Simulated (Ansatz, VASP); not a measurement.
# Hf: VASP beside Ansatz

```
Hf
1.0
     0.00000    2.22000    2.15340
     2.22000    0.00000    2.15340
     2.22000    2.22000    0.00000
Hf
1
Direct
  0.00000 0.00000 0.00000
```

Change from the starting cell: zz strain of -3 %.

Alike in both runs: task single point; functional LDA; k mesh 13 × 13 × 13; occupations fermi-dirac, width 0.03 eV; no spin polarisation.

|  | VASP | Ansatz |
| --- | --- | --- |
| version | VASP 6.6.1 | Ansatz 0.2.0 |
| potentials or method | VASP PAW LDA potentials, release 64 (Hf_pv), cutoff 520 eV | all-electron LAPW, scalar-relativistic |

Ansatz gave:

* pressure (GPa): -2.3
* traceless stress, the component that is largest in VASP (GPa): 0.57

Estimate VASP's values.

pressure (GPa): -2.3; traceless stress, the component that is largest in VASP (GPa): 0.56.

LDA's correlation is that of Perdew and Zunger in VASP and of Perdew and Wang (1992) in Ansatz. Ansatz ran all-electron here, and VASP with PAW potentials.

Spin-orbit coupling is off throughout.
